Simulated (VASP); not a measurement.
BAs, 2 atoms in the cell. Symmetry: F-43m, No. 216, cubic system. Conventional cell: a = 4.696 Å, b = 4.696 Å, c = 4.696 Å, α = 90.00°, β = 90.00°, γ = 90.00°. B (site symmetry -43m) has 4 As at 2.03 Å within 2.7 Å. As (site symmetry -43m) has 4 B at 2.03 Å within 2.7 Å. 

| Quantity | Value |
| --- | --- |
| Program | VASP 6.6.1 |
| Task | single point |
| Functional | revPBE |
| Potentials or basis | VASP PAW PBE potentials, release 64 (B, As) |
| Cutoff | 500 eV |
| k mesh | 6 × 6 × 6 |
| Occupations | gaussian, width 0.01 eV |
| Spin | no spin polarisation |
| Dipole correction | no |
| Further INCAR settings | ALGO = Normal; EDIFF = 1e-06; NBANDS = 11 |

Potentials or basis: VASP PAW PBE potentials, release 64 (B, As).

Launch:

```console
$ cat potpaw_PBE.64/B/POTCAR potpaw_PBE.64/As/POTCAR > POTCAR
$ mpirun -np 1 vasp_std > vasp.out
```

Hardware: 1 thread of Intel Xeon 8259CL, on a shared host.

Task: Estimate the wall time of this run.

Result: It took 12 s on 1 thread of Intel Xeon 8259CL (shared host), peak memory 0.13 GiB. Counts: scf iterations 12, k points 16.
